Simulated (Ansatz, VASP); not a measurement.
**SnSe: VASP beside Ansatz**

File INCAR:

```
PREC     = Accurate       # precision mode
ENCUT    = 520            # plane-wave cutoff, eV
EDIFF    = 1E-6           # SCF threshold, eV
ISMEAR   = -1             # smearing method
SIGMA    = 0.02           # smearing width, eV
LREAL    = False          # projectors in reciprocal space
LASPH    = True           # aspherical terms in the spheres
NELM     = 60             # most SCF steps
ALGO     = Normal         # electronic algorithm
ISIF     = 2              # what is computed and relaxed
LWAVE    = False          # write WAVECAR
LCHARG   = True           # write CHGCAR
GGA      = PE             # functional
LELF     = True           # ELF
LVHAR    = True         
NBANDS   = 17             # bands
```

Contents of KPOINTS:

```
regular mesh
0
Gamma
  6 6 6
```

POSCAR

```
SnSe
1.0
    0.0000000000      3.4665858174      3.3639842963
    3.4665858174      0.0000000000      3.3639842963
    3.4665858174      3.4665858174      0.0000000000
Sn Se
1 1
Direct
    0.0000000000      0.0000000000      0.0000000000
    0.2500000000      0.2500000000      0.2500000000
```

Input for Ansatz:

```yaml
crystal:
  lattice:
    - [0.0, 3.4665858174, 3.3639842963]
    - [3.4665858174, 0.0, 3.3639842963]
    - [3.4665858174, 3.4665858174, 0.0]
  atoms:
    - { symbol: Sn, position: [0.0, 0.0, 0.0] }
    - { symbol: Se, position: [0.25, 0.25, 0.25] }
kpoints:
  mp_grid: { grid: [6, 6, 6] }
  band_path:
    path:
      - [0.0, 0.0, 0.0]
      - [-0.5, -0.5, 0.0]
      - [-0.375, -0.375, 0.25]
      - [-0.375, 0.0, 0.375]
      - [0.0, 0.0, 0.5]
      - [-0.5, -0.25, 0.25]
    npoints: 1
hamiltonian:
  xc: pbe
scf:
  occupations: { method: fermi_dirac, width: 0.02 }
  n_extra_bands: 4
output:
  forces: true
  stress: true
  eigenvalues: true
```

Change from the starting cell: biaxial_xy strain +3.0%.

Alike in both runs: task single point; functional PBE; k mesh 6 × 6 × 6; occupations fermi-dirac, width 0.02 eV; no spin polarisation.

|  | VASP | Ansatz |
| --- | --- | --- |
| version | VASP 6.6.1 | Ansatz 0.2.0 |
| potentials or method | VASP PAW PBE potentials, release 64 (Sn_d, Se) | plane waves, PAW |
| plane-wave cutoff (eV) | 520 | 420 |
| valence electrons in the cell | 20 | 30 |

|  | VASP | Ansatz | Ansatz less VASP |
| --- | --- | --- | --- |
| pressure (GPa) | -1.1 | -1.1 | 0.00 |
| traceless stress, the component that is largest in VASP (GPa) | 0.08 | 0.08 | +0.001 |

VASP's potentials hold 20 valence electrons a cell and Ansatz's 30, so a difference there can come from the potentials and not from the codes.
